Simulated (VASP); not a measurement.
# ZrC in VASP: a series of runs

ZrC is run at these levels: PBEsol; tasks: single point.

All numbers are computed with VASP 6.6.1; they aren't measurements. Logs are shortened: lines on timing, memory, paths and dates and some standing lists are left out, and cuts for length are marked.

### Step 1. The cell of the first run

The typed cell holds 2 atoms: a = 3.273 Å, b = 3.273 Å, c = 3.294 Å, α = 60.19°, β = 60.19°, γ = 90.00°.

### Step 2. Single point, PBEsol

INCAR

```
SYSTEM = ZrC
PREC     = Accurate       ! precision mode
ENCUT    = 520            ! plane-wave cutoff, eV
EDIFF    = 1E-7           ! SCF threshold, eV
ISMEAR   = 0              ! smearing method
SIGMA    = 0.1            ! smearing width, eV
LREAL    = .FALSE.        ! projectors in reciprocal space
LASPH    = .TRUE.         ! aspherical terms in the spheres
NELM     = 60             ! most SCF steps
ALGO     = Normal         ! electronic algorithm
ISIF     = 2              ! what is computed and relaxed
LWAVE    = .FALSE.        ! write WAVECAR
LCHARG   = .FALSE.        ! write CHGCAR
GGA      = PS             ! functional
NBANDS   = 15             ! bands
```

KPOINTS

```
Automatic mesh
0
G
  11 11 15
  0 0 0
```

POSCAR

```
ZrC
1.0
    3.2733713419     -0.0000000421      0.0005247939
   -0.0000000421      3.2733713419      0.0005247939
    1.6370637941      1.6370637941      2.3433567315
Zr C
1 1
Direct
    0.0000000000      0.0000000000      0.0000000000
    0.5000000000      0.5000000000      0.0000000000
```

Potentials or basis: VASP PAW PBE potentials, release 64 (Zr_sv, C).

Launch:

```sh
$ cat potpaw_PBE.64/Zr_sv/POTCAR potpaw_PBE.64/C/POTCAR > POTCAR
$ mpirun -np 1 vasp_std > vasp.out
```

OUTCAR:

```text
SYSTEM = ZrC
   PREC = Accurate
   ENCUT = 520
   EDIFF = 1E-7
   ISMEAR = 0
   LREAL = .FALSE.
   LASPH = .TRUE.
   NELM = 60
   ISIF = 2
   GGA = PS

 ion  position               nearest neighbor table
   1  0.000  0.000  0.000-   2 2.31   2 2.31   2 2.31   2 2.31   2 2.34   2 2.34
   2  0.500  0.500  0.000-   1 2.31   1 2.31   1 2.31   1 2.31   1 2.34   1 2.34

  LATTYP: Found a base centered monoclinic cell.
 ALAT       =     4.6292462058
 B/A-ratio  =     1.0000000000
 C/A-ratio  =     0.7112668210
 COS(beta)  =    -0.7026473293

  Lattice vectors:

 A1 = (   3.2733713419,  -0.0000000421,   0.0005247939)
 A2 = (  -0.0000000421,   3.2733713419,   0.0005247939)
 A3 = (  -1.6363075057,  -1.6363075057,   2.3423071437)

Analysis of symmetry for initial positions (statically):
=====================================================================
 Subroutine PRICEL returns:
 Original cell was already a primitive cell.

 Routine SETGRP: Setting up the symmetry group for a
 base centered monoclinic supercell.

 Subroutine GETGRP returns: Found  4 space group operations
 (whereof  4 operations were pure point group operations)
 out of a pool of  4 trial point group operations.

The static configuration has the point symmetry C_2h.

Analysis of symmetry for dynamics (positions and initial velocities):
=====================================================================
 Subroutine PRICEL returns:
 Original cell was already a primitive cell.

 Routine SETGRP: Setting up the symmetry group for a
 base centered monoclinic supercell.

 Subroutine GETGRP returns: Found  4 space group operations
 (whereof  4 operations were pure point group operations)
 out of a pool of  4 trial point group operations.

The dynamic configuration has the point symmetry C_2h.

 Subroutine INISYM returns: Found  4 space group operations
 (whereof  4 operations are pure point group operations),
 and found     1 'primitive' translations

----------------------------------------------------------------------------------------

                                     Primitive cell

  volume of cell :      25.1033

  direct lattice vectors                    reciprocal lattice vectors
     3.273371342 -0.000000042  0.000524794     0.305529658  0.000034227 -0.213466250
    -0.000000042  3.273371342  0.000524794     0.000034227  0.305529658 -0.213466250
     1.637063794  1.637063794  2.343356732    -0.000068431 -0.000068431  0.426833882

  length of vectors
     3.273371384  3.273371384  3.294127578     0.372714653  0.372714653  0.426833893

  position of ions in fractional coordinates (direct lattice)
     0.000000000  0.000000000  0.000000000
     0.500000000  0.500000000  0.000000000

  ion indices of the primitive-cell ions
   primitive index   ion index
                 1           1
                 2           2

----------------------------------------------------------------------------------------

 KPOINTS: Automatic mesh

Automatic generation of k-mesh.
 Grid dimensions read from file:
 generate k-points for:   11   11   15

 Generating k-lattice:

  Cartesian coordinates                     Fractional coordinates (reciprocal lattice)
     0.027775423  0.000003112 -0.019406023     0.090909091  0.000000000  0.000000000
     0.000003112  0.027775423 -0.019406023     0.000000000  0.090909091  0.000000000
    -0.000004562 -0.000004562  0.028455592     0.000000000  0.000000000  0.066666667

  Length of vectors
     0.033883150  0.033883150  0.028455593

  Shift w.r.t. Gamma in fractional coordinates (k-lattice)
     0.000000000  0.000000000  0.000000000

 Subroutine IBZKPT returns following result:
 ===========================================

 Found    498 irreducible k-points:

 Following reciprocal coordinates:
            Coordinates               Weight
  0.000000  0.000000  0.000000      1.000000
  0.090909  0.000000 -0.000000      4.000000
  0.181818  0.000000 -0.000000      4.000000
  0.272727  0.000000 -0.000000      4.000000
  0.363636  0.000000 -0.000000      4.000000
  0.454545  0.000000 -0.000000      4.000000
[... 16 lines left out ...]
 -0.272727  0.181818  0.000000      4.000000
 -0.181818  0.181818  0.000000      2.000000
 [... further k-points ...]
   k-points           NKPTS =    498   k-points in BZ     NKDIM =    498   number of bands    NBANDS=     15
   number of dos      NEDOS =    301   number of ions     NIONS =      2
   total plane-waves  NPLWV =  13824
   dimension x,y,z NGX =    24 NGY =   24 NGZ =   24
   dimension x,y,z NGXF=    48 NGYF=   48 NGZF=   48
   ions per type =               1   1
   NGX,Y,Z   is equivalent  to a cutoff of  12.19, 12.19, 12.11 a.u.
   NGXF,Y,Z  is equivalent  to a cutoff of  24.38, 24.38, 24.22 a.u.
 SYSTEM =  ZrC
   PREC   = accura    normal or accurate (medium, high low for compatibility)
   ISTART =      0    job   : 0-new  1-cont  2-samecut
   ICHARG =      2    charge: 1-file 2-atom 10-const
   ISPIN  =      1    spin polarized calculation?
   LNONCOLLINEAR =      F non collinear calculations
   LSORBIT =      F    spin-orbit coupling
   LASPH  =      T    aspherical Exc in radial PAW
   ENCUT  =  520.0 eV  38.22 Ry    6.18 a.u.   6.09  6.09  6.12*2*pi/ulx,y,z
   NELM   =     60;   NELMIN=  2; NELMDL= -5     # of ELM steps
   EDIFF  = 0.1E-06   stopping-criterion for ELM
   LREAL  =      F    real-space projection
   EDIFFG = 0.1E-05   stopping-criterion for IOM
   NSW    =      0    number of steps for IOM
   IBRION =     -1    ionic relax: 0-MD 1-quasi-New 2-CG
   NFREE  =      0    steps in history (QN), initial steepest desc. (CG)
   ISIF   =      2    stress and relaxation
   ISYM   =      2    0-nonsym 1-usesym 2-fastsym
   POTIM  = 0.5000    time-step for ionic-motion
   TEBEG  =    0.0;   TEEND  =   0.0 temperature during run
   PSTRESS=    0.0 pullay stress
   NELECT =      16.0000    total number of electrons
   NUPDOWN=      -1.0000    fix difference up-down
   EMIN   =  10.00;   EMAX   =-10.00  energy-range for DOS
   EFERMI =   0.00;   METHOD = LEGACY
   ISMEAR =     0;   SIGMA  =   0.10  broadening in eV -4-tet -1-fermi 0-gaus
   EFERMI_NEDOS =   21; number of points for ismear=-14 and -15
   IALGO  =     38    algorithm
   IMIX   =      4    mixing-type and parameters
     AMIX     =   0.40;   BMIX     =  1.00
     AMIX_MAG =   1.60;   BMIX_MAG =  1.00
  volume/ion in A,a.u.               =      12.55        84.70
  Fermi-wavevector in a.u.,A,eV,Ry     =   1.408870  2.662378 27.006406  1.984915
  Thomas-Fermi vector in A             =   2.530984
   LORBIT       =      0    0 simple, 1 ext, 2 COOP (PROOUT), +10 PAW based schemes
   GGA     = PS    functional components
   LHFCALC =     F    Hartree Fock is set to
   AEXX    =    0.0000 exact exchange contribution
   IVDW    =     0    specifies the selected vdW correction
   LEPSILON=     F    determine dielectric tensor
   LRPA    =     F    only Hartree local field effects (RPA)
 non-spin polarized calculation
 Gauss-broadening in eV      SIGMA  =   0.10
  energy-cutoff  :      520.00
  volume of cell :       25.10
 maximum number of plane-waves:       688
   NGX = 13   NGY = 13   NGZ = 13

 number of electron      16.0000000 magnetization

 Free energy of the ion-electron system (eV)
  ---------------------------------------------------
  ext. energy  EPLUGINS =         0.00000000
  ---------------------------------------------------
  free energy    TOTEN  =       -20.56515660 eV

  energy without entropy =      -20.56356065  energy(sigma->0) =      -20.56435863

 E-fermi :   9.9179     XC(G=0): -12.4464

 val. band max:        9.8997282439   @ k =   0.0909   0.0909   0.0667
 cond. band min:       9.9409130630   @ k =   0.0909   0.0000  -0.0000
 fundamental gap:      0.0411848190
 Fermi energy:         9.9178930087

 k-point     1 :       0.0000    0.0000    0.0000
  band No.  band energies     occupation
      1     -37.9609      2.00000
      2     -15.6830      2.00000
      3     -15.6758      2.00000
      4     -15.6753      2.00000
      5      -1.5133      2.00000
      6      10.7987      0.00000
      7      10.8681      0.00000
      8      10.8681      0.00000
      9      10.8683      0.00000
     10      10.9937      0.00000
     11      10.9940      0.00000
     12      12.7059      0.00000
     13      12.8592      0.00000
     14      17.5794      0.00000
     15      20.3307      0.00000

 k-point     2 :       0.0909    0.0000   -0.0000
  band No.  band energies     occupation
      1     -37.9515      2.00000
      2     -15.7628      2.00000
      3     -15.6884      2.00000
      4     -15.6820      2.00000
      5      -1.3130      2.00000
      6       9.6269      1.99996
      7       9.8752      1.45362
      8       9.9409      0.74476
      9      11.2739      0.00000
     10      11.3298      0.00000
     11      11.7539      0.00000
     12      13.6970      0.00000
     13      13.8566      0.00000
     14      17.9703      0.00000
     15      20.8693      0.00000

 k-point     3 :       0.1818    0.0000   -0.0000
  band No.  band energies     occupation
      1     -37.9260      2.00000
      2     -15.9833      2.00000
      3     -15.7096      2.00000
      4     -15.6993      2.00000
      5      -0.7563      2.00000
      6       8.1605      2.00000
      7       8.7380      2.00000
      8       8.7906      2.00000
      9      11.8601      0.00000
     10      11.8960      0.00000
     11      12.3004      0.00000
     12      15.4313      0.00000
     13      15.6143      0.00000
     14      18.8287      0.00000
     15      22.2024      0.00000

 k-point     4 :       0.2727    0.0000   -0.0000
  band No.  band energies     occupation
      1     -37.8924      2.00000
      2     -16.2591      2.00000
      3     -15.7370      2.00000
      4     -15.7218      2.00000
      5       0.0440      2.00000
      6       6.7221      2.00000
      7       7.8142      2.00000
      8       7.8536      2.00000
      9      12.7327      0.00000
     10      12.7378      0.00000
     11      12.8993      0.00000
     12      17.2767      0.00000
     13      17.4916      0.00000
     14      19.3248      0.00000
     15      23.4967      0.00000
[... 307 lines left out ...]
 k-point    22 :      -0.3636    0.1818    0.0000
  band No.  band energies     occupation
      1     -37.8589      2.00000
      2     -16.3358      2.00000
      3     -15.8499      2.00000
      4     -15.8439      2.00000
      5       0.3333      2.00000
      6       6.0906      2.00000
      7       7.7504      2.00000
      8       8.3966      2.00000
      9      10.9432      0.00000
     10      14.3541      0.00000
     11      14.9195      0.00000
     12      16.2288      0.00000
     13      17.9664      0.00000
     14      21.1319      0.00000
     15      24.1919      0.00000

 k-point    23 :      -0.2727    0.1818    0.0000
  band No.  band energies     occupation
      1     -37.8882      2.00000
      2     -16.1311      2.00000
      3     -15.8175      2.00000
      4     -15.8082      2.00000
      5      -0.1915      2.00000
      6       6.6020      2.00000
      7       8.6096      2.00000
      8       9.1126      2.00000
      9      10.2501      0.00000
     10      13.5571      0.00000
     11      14.3048      0.00000
     12      14.8482      0.00000
     13      16.8936      0.00000
     14      20.9980      0.00000
     15      24.0219      0.00000

 k-point    24 :      -0.1818    0.1818    0.0000
  band No.  band energies     occupation
      1     -37.9139      2.00000
      2     -15.9568      2.00000
      3     -15.7771      2.00000
      4     -15.7768      2.00000
      5      -0.6184      2.00000
      6       7.2547      2.00000
      7       9.5252      2.00000
      8       9.5584      2.00000
      9       9.8131      1.86164
     10      13.1899      0.00000
     11      13.6326      0.00000
     12      13.6958      0.00000
     13      15.9714      0.00000
     14      20.0813      0.00000
     15      22.8823      0.00000

 [... further k-points ...]

------------------------ aborting loop because EDIFF is reached ----------------------------------------

  FORCE on cell =-STRESS in cart. coord.  units (eV):
  Direction    XX          YY          ZZ          XY          YZ          ZX
  --------------------------------------------------------------------------------------
  -------------------------------------------------------------------------------------
  Total        0.8552253      0.8552253      0.0551113     -0.0116691      0.0004261      0.0004261
  in kB       54.5832600     54.5832600      3.5173835     -0.7447576      0.0271955      0.0271953
  external PRESSURE =      37.5613012 kB  Pullay stress =       0.0000000 kB

 VOLUME and BASIS-vectors are now :
 -----------------------------------------------------------------------------
  energy-cutoff  :      520.00
  volume of cell :       25.10
      direct lattice vectors                 reciprocal lattice vectors
     3.273371342 -0.000000042  0.000524794     0.305529658  0.000034227 -0.213466250
    -0.000000042  3.273371342  0.000524794     0.000034227  0.305529658 -0.213466250
     1.637063794  1.637063794  2.343356732    -0.000068431 -0.000068431  0.426833882

 POSITION                                       TOTAL-FORCE (eV/Angst)
 -----------------------------------------------------------------------------------
      0.00000      0.00000      0.00000         0.000000     -0.000000      0.000000
      1.63669      1.63669      0.00052        -0.000000      0.000000      0.000000
 -----------------------------------------------------------------------------------
    total drift:                               -0.000000     -0.000000     -0.000000

  FREE ENERGIE OF THE ION-ELECTRON SYSTEM (eV)
  ---------------------------------------------------
  free  energy   TOTEN  =       -20.5651566000 eV

  energy  without entropy=      -20.5635606526  energy(sigma->0) =      -20.56435863
```

It took 97 s on 1 thread of Intel Xeon 6975P-C (Granite Rapids), shared host; peak memory 0.29 GiB.

What came out:

```yaml
Free_energy: -20.5652 eV
Pressure: 3.8 GPa
Band_gap_on_the_k_mesh: zero (band 8 reaches 10.87 eV, above the bottom of band 9 at 9.51 eV)
```

Caveat: the PAW data sets were made with another functional, which shifts forces and pressure a little.

### Step 3. Single point, PBEsol

INCAR

```
SYSTEM = ZrC
  PREC = Accurate
  ENCUT = 520
  EDIFF = 1E-6
  ISMEAR = 0
  SIGMA = 0.1
  LREAL = .FALSE.
  LASPH = .TRUE.
  NELM = 100
  ALGO = Normal
  ISIF = 2
  LWAVE = .FALSE.
  LCHARG = .TRUE.
  GGA = PS
  LELF = .TRUE.
  LVHAR = .TRUE.
  ISYM = 0
  NBANDS = 15
```

KPOINTS is that of step 2.

POSCAR is that of step 2.

Potentials or basis: VASP PAW PBE potentials, release 64 (Zr_sv, C).

Launch:

```sh
$ cat potpaw_PBE.64/Zr_sv/POTCAR potpaw_PBE.64/C/POTCAR > POTCAR
$ mpirun -np 1 vasp_std > vasp.out
```

It took 3 min on 1 thread of Intel Xeon 6975P-C (Granite Rapids), shared host; peak memory 0.42 GiB.

It converged, with:

```yaml
Free_energy: -20.5652 eV
Pressure: 3.8 GPa
Band_gap_on_the_k_mesh: zero (band 8 reaches 10.87 eV, above the bottom of band 9 at 9.51 eV)
```

Stress tensor (GPa, compression positive):
```
 5.46 -0.07  0.00
-0.07  5.46  0.00
 0.00  0.00  0.35
```

Levels at points of the mesh, in eV from the Fermi level:
| k point | band 6 | band 7 | band 8 | band 9 | band 10 | band 11 |
| --- | --- | --- | --- | --- | --- | --- |
| (0.00, 0.00, 0.00) | 0.88 | 0.95 | 0.95 | 0.95 | 1.08 | 1.08 |

Caveat: the PAW data sets were made with another functional, which shifts forces and pressure a little.

### Step 4. Single point, PBEsol

This run uses another cell than the first one, of 12.64 Å³/atom, 1.007 times its volume.

INCAR

```
PREC = Accurate
ENCUT = 520
EDIFF = 1E-6
ISMEAR = 0
SIGMA = 0.1
LREAL = False
LASPH = True
NELM = 60
ALGO = Normal
ISIF = 2
LWAVE = False
LCHARG = False
GGA = PS
ISYM = 0
NBANDS = 15
```

KPOINTS

```
Automatic mesh
0
Gamma
  11 11 15
```

POSCAR

```
ZrC
1.0
    3.2733713840      0.0000000000      0.0000000000
    0.0000000000      3.2733713840      0.0000000000
    1.6366856920      1.6366856920      2.3586522721
Zr C
1 1
Direct
    0.0000000000      0.0000000000      0.0000000000
    0.5000000000      0.5000000000      0.0000000000
```

Launch:

```sh
$ cat potpaw_PBE.64/Zr_sv/POTCAR potpaw_PBE.64/C/POTCAR > POTCAR
$ mpirun -np 1 vasp_std > vasp.out
```

It took 4 min on 1 thread of Intel Xeon 6975P-C (Granite Rapids), shared host; peak memory 0.43 GiB.

It converged, with:

```
Free energy            : -20.5639 eV
Pressure               : 2.2 GPa
Band gap on the k mesh : zero (band 8 reaches 10.80 eV, above the bottom of band 9 at 9.43 eV)
```

Stress tensor (GPa, compression positive):
```
 4.71 -0.08  0.05
-0.08  4.71  0.05
 0.05  0.05 -2.87
```

Levels at points of the mesh, in eV from the Fermi level:
```tsv
k point	band 6	band 7	band 8	band 9	band 10	band 11
(0.00, 0.00, 0.00)	0.86	0.91	0.96	0.96	1.10	1.10
```

Caveat: the PAW data sets were made with another functional, which shifts forces and pressure a little.
